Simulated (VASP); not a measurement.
A run of VASP 6.6.1:

The input INCAR:

```
  PREC = Accurate
  ENCUT = 600
  EDIFF = 1E-8
  ISMEAR = 0
  SIGMA = 0.01
  LREAL = False
  LASPH = True
  NELM = 120
  ALGO = Normal
  ISIF = 2
  LWAVE = False
  LCHARG = True
  NBANDS = 19
  IBRION = 8
  NSW = 1
  LEPSILON = True
  GGA_COMPAT = False
```

Contents of KPOINTS:

```
regular mesh
0
Gamma
  8 8 8
```

File POSCAR:

```
ZrO2
1.0
    0.0000000000      2.5445431789      2.5445431789
    2.5445431789      0.0000000000      2.5445431789
    2.5445431789      2.5445431789      0.0000000000
Zr O
1 2
Direct
    0.0000000000      0.0000000000      0.0000000000
    0.2500000000      0.2500000000      0.2500000000
    0.7500000000      0.7500000000      0.7500000000
```

Potentials or basis: VASP PAW LDA potentials, release 64 (Zr_sv, O).

Run with:

```console
$ cat potpaw_LDA.64/Zr_sv/POTCAR potpaw_LDA.64/O/POTCAR > POTCAR
$ mpirun -np 1 vasp_std > vasp.out
```

Hardware: 1 thread of Intel(R) Xeon(R) Platinum 8488C (Sapphire Rapids), with other jobs on the host.

Problem. Estimate the wall time of this run.

Solution. Wall time 10 min on 1 thread of Intel(R) Xeon(R) Platinum 8488C (Sapphire Rapids) (shared host), peak memory 0.3 GiB. Counts: scf iterations 229, k points 29.
